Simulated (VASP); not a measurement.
Here is a VASP 6.6.1 calculation.

File INCAR:

```
SYSTEM = Mg
PREC = Accurate ; ENCUT = 600
EDIFF = 1E-6 ; ISMEAR = 0
SIGMA = 0.1 ; LREAL = .FALSE.
LASPH = .TRUE. ; NELM = 120
ALGO = Normal ; ISIF = 2
LWAVE = .FALSE. ; LCHARG = .FALSE.
GGA = PS ; NBANDS = 9
GGA_COMPAT = .FALSE.
```

Contents of KPOINTS:

```
regular mesh
0
G
  18 18 10
  0 0 0
```

File POSCAR:

```
Mg
1.0
    3.1804257009      0.0000000000      0.0000000000
   -1.5902128504      2.7543294518      0.0000000000
    0.0000000000      0.0000000000      5.1404782286
Mg
2
Direct
    0.3333333333      0.6666666667      0.2500000000
    0.6666666667      0.3333333333      0.7500000000
```

Potentials or basis: VASP PAW PBE potentials, release 64 (Mg).

The run is started by

```bash
$ cat potpaw_PBE.64/Mg/POTCAR > POTCAR
$ mpirun -np 1 vasp_std > vasp.out
```

Problem. What does it give for the pressure?

Solution. -0.1 GPa.

Problem. Predict the band gap on the k mesh.

Solution. Zero (bands 2 and 3 overlap by 2.19 eV).

Caveat: the PAW data sets were made with another functional, which shifts forces and pressure a little.
